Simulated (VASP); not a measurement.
# TiB4 (P-43m) in VASP: further runs

TiB4 is run at these levels: PBE; tasks: single point, relaxation of cell and atoms.

Everything below comes from runs of VASP 6.6.1. Logs are shortened: lines on timing, memory, paths and dates and some standing lists are left out, and cuts for length are marked.

## Step 1: The cell of the first run

Symmetry: P-43m, No. 215, cubic system. The conventional cell has a = 3.748 Å, b = 3.748 Å, c = 3.748 Å, α = 90.00°, β = 90.00°, γ = 90.00°. Ti (site symmetry -43m) has 4 B at 2.19 Å within 2.9 Å. B (site symmetry 3m) has 3 B at 1.73 Å and 1 Ti at 2.19 Å within 2.3 Å.

## Step 2: Single point, PBE

INCAR reads:

```
SYSTEM = TiB4
PREC = Accurate
ENCUT = 520
EDIFF = 1E-7
ISMEAR = 0
SIGMA = 0.1
LREAL = .False.
LASPH = .True.
NELM = 60
ALGO = Normal
ISIF = 2
LWAVE = .False.
LCHARG = .False.
GGA = PE
NBANDS = 20
```

KPOINTS reads:

```
regular mesh
0
Gamma
  10 10 10
  0 0 0
```

POSCAR reads:

```
TiB4
1.0
    3.7477130908      0.0000000000      0.0000000000
    0.0000000000      3.7477130908      0.0000000000
    0.0000000000      0.0000000000      3.7477130908
Ti B
1 4
Direct
    0.0000000000      0.0000000000      0.0000000000
    0.3369252269      0.3369252269      0.3369252269
    0.6630747731      0.6630747731      0.3369252269
    0.3369252269      0.6630747731      0.6630747731
    0.6630747731      0.3369252269      0.6630747731
```

Potentials or basis: VASP PAW PBE potentials, release 64 (Ti_sv, B).

The run is started by

```console
cat potpaw_PBE.64/Ti_sv/POTCAR potpaw_PBE.64/B/POTCAR > POTCAR
mpirun -np 1 vasp_std > vasp.out
```

OUTCAR:

```text
SYSTEM = TiB4
   PREC = Accurate
   ENCUT = 520
   EDIFF = 1E-7
   ISMEAR = 0
   LREAL = .False.
   LASPH = .True.
   NELM = 60
   ISIF = 2
   GGA = PE

 ion  position               nearest neighbor table
   1  0.000  0.000  0.000-   2 2.19   3 2.19   4 2.19   5 2.19
   2  0.337  0.337  0.337-   3 1.73   4 1.73   5 1.73   1 2.19
   3  0.663  0.663  0.337-   2 1.73   4 1.73   5 1.73   1 2.19
   4  0.337  0.663  0.663-   2 1.73   3 1.73   5 1.73   1 2.19
   5  0.663  0.337  0.663-   2 1.73   3 1.73   4 1.73   1 2.19

  LATTYP: Found a simple cubic cell.
 ALAT       =     3.7477130908

  Lattice vectors:

 A1 = (   3.7477130908,   0.0000000000,   0.0000000000)
 A2 = (   0.0000000000,   3.7477130908,   0.0000000000)
 A3 = (   0.0000000000,   0.0000000000,   3.7477130908)

Analysis of symmetry for initial positions (statically):
=====================================================================
 Subroutine PRICEL returns:
 Original cell was already a primitive cell.

 Routine SETGRP: Setting up the symmetry group for a
 simple cubic supercell.

 Subroutine GETGRP returns: Found 24 space group operations
 (whereof 24 operations were pure point group operations)
 out of a pool of 48 trial point group operations.

The static configuration has the point symmetry T_d .

Analysis of symmetry for dynamics (positions and initial velocities):
=====================================================================
 Subroutine PRICEL returns:
 Original cell was already a primitive cell.

 Routine SETGRP: Setting up the symmetry group for a
 simple cubic supercell.

 Subroutine GETGRP returns: Found 24 space group operations
 (whereof 24 operations were pure point group operations)
 out of a pool of 48 trial point group operations.

The dynamic configuration has the point symmetry T_d .

 Subroutine INISYM returns: Found 24 space group operations
 (whereof 24 operations are pure point group operations),
 and found     1 'primitive' translations

----------------------------------------------------------------------------------------

                                     Primitive cell

  volume of cell :      52.6380

  direct lattice vectors                    reciprocal lattice vectors
     3.747713091  0.000000000  0.000000000     0.266829391  0.000000000  0.000000000
     0.000000000  3.747713091  0.000000000     0.000000000  0.266829391  0.000000000
     0.000000000  0.000000000  3.747713091     0.000000000  0.000000000  0.266829391

  length of vectors
     3.747713091  3.747713091  3.747713091     0.266829391  0.266829391  0.266829391

  position of ions in fractional coordinates (direct lattice)
     0.000000000  0.000000000  0.000000000
     0.336925227  0.336925227  0.336925227
     0.663074773  0.663074773  0.336925227
     0.336925227  0.663074773  0.663074773
     0.663074773  0.336925227  0.663074773

  ion indices of the primitive-cell ions
   primitive index   ion index
                 1           1
                 2           2
                 3           3
                 4           4
                 5           5

----------------------------------------------------------------------------------------

 KPOINTS: regular mesh

Automatic generation of k-mesh.
 Grid dimensions read from file:
 generate k-points for:   10   10   10

 Generating k-lattice:

  Cartesian coordinates                     Fractional coordinates (reciprocal lattice)
     0.026682939  0.000000000  0.000000000     0.100000000  0.000000000  0.000000000
     0.000000000  0.026682939  0.000000000     0.000000000  0.100000000  0.000000000
     0.000000000  0.000000000  0.026682939     0.000000000  0.000000000  0.100000000

  Length of vectors
     0.026682939  0.026682939  0.026682939

  Shift w.r.t. Gamma in fractional coordinates (k-lattice)
     0.000000000  0.000000000  0.000000000

 Subroutine IBZKPT returns following result:
 ===========================================

 Found     56 irreducible k-points:

 Following reciprocal coordinates:
            Coordinates               Weight
  0.000000  0.000000  0.000000      1.000000
  0.100000  0.000000  0.000000      6.000000
  0.200000  0.000000  0.000000      6.000000
  0.300000  0.000000  0.000000      6.000000
  0.400000  0.000000  0.000000      6.000000
  0.500000  0.000000  0.000000      3.000000
[... 16 lines left out ...]
  0.200000  0.100000  0.100000     24.000000
  0.300000  0.100000  0.100000     24.000000
 [... further k-points ...]
   k-points           NKPTS =     56   k-points in BZ     NKDIM =     56   number of bands    NBANDS=     20
   number of dos      NEDOS =    301   number of ions     NIONS =      5
   total plane-waves  NPLWV =  21952
   dimension x,y,z NGX =    28 NGY =   28 NGZ =   28
   dimension x,y,z NGXF=    56 NGYF=   56 NGZF=   56
   ions per type =               1   4
   NGX,Y,Z   is equivalent  to a cutoff of  12.42, 12.42, 12.42 a.u.
   NGXF,Y,Z  is equivalent  to a cutoff of  24.84, 24.84, 24.84 a.u.
 SYSTEM =  TiB4
   PREC   = accura    normal or accurate (medium, high low for compatibility)
   ISTART =      0    job   : 0-new  1-cont  2-samecut
   ICHARG =      2    charge: 1-file 2-atom 10-const
   ISPIN  =      1    spin polarized calculation?
   LNONCOLLINEAR =      F non collinear calculations
   LSORBIT =      F    spin-orbit coupling
   LASPH  =      T    aspherical Exc in radial PAW
   ENCUT  =  520.0 eV  38.22 Ry    6.18 a.u.   6.97  6.97  6.97*2*pi/ulx,y,z
   NELM   =     60;   NELMIN=  2; NELMDL= -5     # of ELM steps
   EDIFF  = 0.1E-06   stopping-criterion for ELM
   LREAL  =      F    real-space projection
   EDIFFG = 0.1E-05   stopping-criterion for IOM
   NSW    =      0    number of steps for IOM
   IBRION =     -1    ionic relax: 0-MD 1-quasi-New 2-CG
   NFREE  =      0    steps in history (QN), initial steepest desc. (CG)
   ISIF   =      2    stress and relaxation
   ISYM   =      2    0-nonsym 1-usesym 2-fastsym
   POTIM  = 0.5000    time-step for ionic-motion
   TEBEG  =    0.0;   TEEND  =   0.0 temperature during run
   PSTRESS=    0.0 pullay stress
   NELECT =      24.0000    total number of electrons
   NUPDOWN=      -1.0000    fix difference up-down
   EMIN   =  10.00;   EMAX   =-10.00  energy-range for DOS
   EFERMI =   0.00;   METHOD = LEGACY
   ISMEAR =     0;   SIGMA  =   0.10  broadening in eV -4-tet -1-fermi 0-gaus
   EFERMI_NEDOS =   21; number of points for ismear=-14 and -15
   IALGO  =     38    algorithm
   IMIX   =      4    mixing-type and parameters
     AMIX     =   0.40;   BMIX     =  1.00
     AMIX_MAG =   1.60;   BMIX_MAG =  1.00
  volume/ion in A,a.u.               =      10.53        71.04
  Fermi-wavevector in a.u.,A,eV,Ry     =   1.260024  2.381101 21.601441  1.587661
  Thomas-Fermi vector in A             =   2.393555
   LORBIT       =      0    0 simple, 1 ext, 2 COOP (PROOUT), +10 PAW based schemes
   GGA     = PE    functional components
   LHFCALC =     F    Hartree Fock is set to
   AEXX    =    0.0000 exact exchange contribution
   IVDW    =     0    specifies the selected vdW correction
   LEPSILON=     F    determine dielectric tensor
   LRPA    =     F    only Hartree local field effects (RPA)
 non-spin polarized calculation
 Gauss-broadening in eV      SIGMA  =   0.10
  energy-cutoff  :      520.00
  volume of cell :       52.64
 maximum number of plane-waves:      1452
 NGX is ok and might be reduce to    28
   NGX = 13   NGY = 13   NGZ = 13

 number of electron      23.9999997 magnetization

 Free energy of the ion-electron system (eV)
  ---------------------------------------------------
  ext. energy  EPLUGINS =         0.00000000
  ---------------------------------------------------
  free energy    TOTEN  =       -29.51164037 eV

  energy without entropy =      -29.49711077  energy(sigma->0) =      -29.50437557

 E-fermi :   5.4215     XC(G=0): -11.1073

 val. band max:        5.4073526852   @ k =   0.5000   0.2000   0.1000
 cond. band min:       5.4300130096   @ k =   0.5000   0.5000   0.3000
 fundamental gap:      0.0226603244
 Fermi energy:         5.4215047836

 k-point     1 :       0.0000    0.0000    0.0000
  band No.  band energies     occupation
      1     -51.1644      2.00000
      2     -27.4113      2.00000
      3     -27.4113      2.00000
      4     -27.4113      2.00000
      5      -8.1576      2.00000
      6      -0.0156      2.00000
[... 12 lines left out ...]
     19       9.7446      0.00000
     20      12.2398      0.00000

 k-point     2 :       0.1000    0.0000    0.0000
  band No.  band energies     occupation
      1     -51.1642      2.00000
      2     -27.4142      2.00000
      3     -27.4110      2.00000
      4     -27.4110      2.00000
      5      -8.1074      2.00000
      6      -0.2623      2.00000
[... 12 lines left out ...]
     19       9.6738      0.00000
     20      12.3329      0.00000

 k-point     3 :       0.2000    0.0000    0.0000
  band No.  band energies     occupation
      1     -51.1639      2.00000
      2     -27.4218      2.00000
      3     -27.4104      2.00000
      4     -27.4104      2.00000
      5      -7.9679      2.00000
      6      -0.9966      2.00000
[... 12 lines left out ...]
     19       9.4768      0.00000
     20      12.5049      0.00000

 k-point     4 :       0.3000    0.0000    0.0000
  band No.  band energies     occupation
      1     -51.1634      2.00000
      2     -27.4311      2.00000
      3     -27.4095      2.00000
      4     -27.4095      2.00000
      5      -7.7753      2.00000
      6      -1.8078      2.00000
[... 12 lines left out ...]
     19       9.2608      0.00000
     20      12.6497      0.00000

 k-point     5 :       0.4000    0.0000    0.0000
  band No.  band energies     occupation
      1     -51.1630      2.00000
      2     -27.4386      2.00000
      3     -27.4088      2.00000
      4     -27.4088      2.00000
      5      -7.5979      2.00000
      6      -2.3952      2.00000
[... 12 lines left out ...]
     19       9.6886      0.00000
     20      12.7347      0.00000

 k-point     6 :       0.5000    0.0000    0.0000
  band No.  band energies     occupation
      1     -51.1629      2.00000
      2     -27.4415      2.00000
      3     -27.4085      2.00000
      4     -27.4085      2.00000
      5      -7.5234      2.00000
      6      -2.6105      2.00000
[... 12 lines left out ...]
     19       9.9214      0.00000
     20      12.7620      0.00000

 k-point     7 :       0.1000    0.1000    0.0000
  band No.  band energies     occupation
      1     -51.1641      2.00000
      2     -27.4140      2.00000
      3     -27.4138      2.00000
      4     -27.4108      2.00000
      5      -8.0582      2.00000
      6      -0.3914      2.00000
[... 12 lines left out ...]
     19       9.7712      0.00000
     20      12.3739      0.00000
[... 277 lines left out ...]
 k-point    20 :       0.5000    0.4000    0.0000
  band No.  band energies     occupation
      1     -51.1615      2.00000
      2     -27.4381      2.00000
      3     -27.4350      2.00000
      4     -27.4061      2.00000
      5      -7.1404      2.00000
      6      -1.5642      2.00000
[... 12 lines left out ...]
     19      10.3876      0.00000
     20      12.1802      0.00000

 k-point    21 :       0.5000    0.5000    0.0000
  band No.  band energies     occupation
      1     -51.1614      2.00000
      2     -27.4378      2.00000
      3     -27.4378      2.00000
      4     -27.4058      2.00000
      5      -7.0927      2.00000
      6      -1.3846      2.00000
[... 12 lines left out ...]
     19      10.5112      0.00000
     20      12.2496      0.00000

 k-point    22 :       0.1000    0.1000    0.1000
  band No.  band energies     occupation
      1     -51.1639      2.00000
      2     -27.4138      2.00000
      3     -27.4136      2.00000
      4     -27.4136      2.00000
      5      -8.0098      2.00000
      6      -0.4725      2.00000
[... 12 lines left out ...]
     19       9.6490      0.00000
     20      12.4767      0.00000

 k-point    23 :       0.2000    0.1000    0.1000
  band No.  band energies     occupation
      1     -51.1636      2.00000
      2     -27.4212      2.00000
      3     -27.4130      2.00000
      4     -27.4128      2.00000
      5      -7.8757      2.00000
      6      -0.9441      2.00000
[... 12 lines left out ...]
     19       9.7085      0.00000
     20      12.6253      0.00000

 k-point    24 :       0.3000    0.1000    0.1000
  band No.  band energies     occupation
      1     -51.1631      2.00000
      2     -27.4305      2.00000
      3     -27.4121      2.00000
      4     -27.4120      2.00000
      5      -7.6913      2.00000
      6      -1.6764      2.00000
[... 12 lines left out ...]
     19       9.8034      0.00000
     20      12.7338      0.00000

 [... further k-points ...]

------------------------ aborting loop because EDIFF is reached ----------------------------------------

  FORCE on cell =-STRESS in cart. coord.  units (eV):
  Direction    XX          YY          ZZ          XY          YZ          ZX
  --------------------------------------------------------------------------------------
  -------------------------------------------------------------------------------------
  Total        0.0036867      0.0036867      0.0036867      0.0000000     -0.0000000      0.0000000
  in kB        0.1122147      0.1122147      0.1122147      0.0000000     -0.0000000      0.0000000
  external PRESSURE =       0.1122147 kB  Pullay stress =       0.0000000 kB

 VOLUME and BASIS-vectors are now :
 -----------------------------------------------------------------------------
  energy-cutoff  :      520.00
  volume of cell :       52.64
      direct lattice vectors                 reciprocal lattice vectors
     3.747713091  0.000000000  0.000000000     0.266829391  0.000000000  0.000000000
     0.000000000  3.747713091  0.000000000     0.000000000  0.266829391  0.000000000
     0.000000000  0.000000000  3.747713091     0.000000000  0.000000000  0.266829391

 POSITION                                       TOTAL-FORCE (eV/Angst)
 -----------------------------------------------------------------------------------
      0.00000      0.00000      0.00000         0.000000      0.000000      0.000000
      1.26270      1.26270      1.26270        -0.010525     -0.010525     -0.010525
      2.48501      2.48501      1.26270         0.010525      0.010525     -0.010525
      1.26270      2.48501      2.48501        -0.010525      0.010525      0.010525
      2.48501      1.26270      2.48501         0.010525     -0.010525      0.010525
 -----------------------------------------------------------------------------------
    total drift:                                0.000000      0.000000     -0.000000

  FREE ENERGIE OF THE ION-ELECTRON SYSTEM (eV)
  ---------------------------------------------------
  free  energy   TOTEN  =       -29.5116403650 eV

  energy  without entropy=      -29.4971107682  energy(sigma->0) =      -29.50437557
```

It took 40 s on 1 thread of AMD EPYC 7R43 (Zen 3), shared host; peak memory 0.16 GiB.

Results:

```yaml
Free_energy: -29.5116 eV
Pressure: 0.0 GPa
Largest_force: 0.018 eV/Å
Band_gap_on_the_k_mesh: zero (band 12 reaches 5.70 eV, above the bottom of band 13 at 5.08 eV)
```

Forces in eV/Å, atoms in the order of the input:
```
Ti   0.000  0.000  0.000
B   -0.011 -0.011 -0.011
B    0.011  0.011 -0.011
B   -0.011  0.011  0.011
B    0.011 -0.011  0.011
```

Levels at points of the mesh, in eV from the Fermi level:
| k point | band 9 | band 10 | band 11 | band 12 | band 13 | band 14 | band 15 | band 16 |
| --- | --- | --- | --- | --- | --- | --- | --- | --- |
| (0.00, 0.00, 0.00) | -3.20 | -3.10 | -3.10 | 0.08 | 0.08 | 0.08 | 2.90 | 2.90 |
| (0.50, 0.00, 0.00) | -3.15 | -1.29 | -0.56 | -0.34 | -0.34 | 0.74 | 1.01 | 2.14 |
| (0.50, 0.50, 0.00) | -3.27 | -1.95 | -1.36 | -1.36 | 2.00 | 2.17 | 2.27 | 3.48 |
| (0.50, 0.50, 0.50) | -2.42 | -2.42 | -2.42 | 0.28 | 2.17 | 2.17 | 2.66 | 2.66 |

## Step 3: Single point, PBE

INCAR reads:

```
PREC = Accurate ; ENCUT = 520
EDIFF = 1E-7 ; ISMEAR = 0
SIGMA = 0.1 ; LREAL = False
LASPH = True ; NELM = 100
ALGO = Normal ; ISIF = 2
LWAVE = False ; LCHARG = False
GGA = PE ; NBANDS = 20
```

KPOINTS reads:

```
Automatic mesh
0
Gamma
  10 10 10
```

POSCAR is that of step 2.

Potentials or basis: VASP PAW PBE potentials, release 64 (Ti_sv, B).

The run is started by

```console
cat potpaw_PBE.64/Ti_sv/POTCAR potpaw_PBE.64/B/POTCAR > POTCAR
mpirun -np 1 vasp_std > vasp.out
```

Run time: 49 s. Hardware: 1 thread of AMD EPYC 7R43 (Zen 3), shared host; peak memory 0.16 GiB.

It converged, with:

- Free energy: -29.5116 eV
- Pressure: 0.0 GPa
- Largest force: 0.018 eV/Å
- Band gap on the k mesh: zero (band 12 reaches 5.70 eV, above the bottom of band 13 at 5.08 eV)

Forces in eV/Å, atoms in the order of the input:
```
Ti   0.000  0.000  0.000
B   -0.011 -0.011 -0.011
B    0.011  0.011 -0.011
B   -0.011  0.011  0.011
B    0.011 -0.011  0.011
```

Levels at points of the mesh, in eV from the Fermi level:
```tsv
k point	band 9	band 10	band 11	band 12	band 13	band 14	band 15	band 16
(0.00, 0.00, 0.00)	-3.20	-3.10	-3.10	0.08	0.08	0.08	2.90	2.90
(0.50, 0.00, 0.00)	-3.15	-1.29	-0.56	-0.34	-0.34	0.74	1.01	2.14
(0.50, 0.50, 0.00)	-3.27	-1.95	-1.36	-1.36	2.00	2.17	2.27	3.48
(0.50, 0.50, 0.50)	-2.42	-2.42	-2.42	0.28	2.17	2.17	2.66	2.66
```

(Continued in part 2 of 2.)
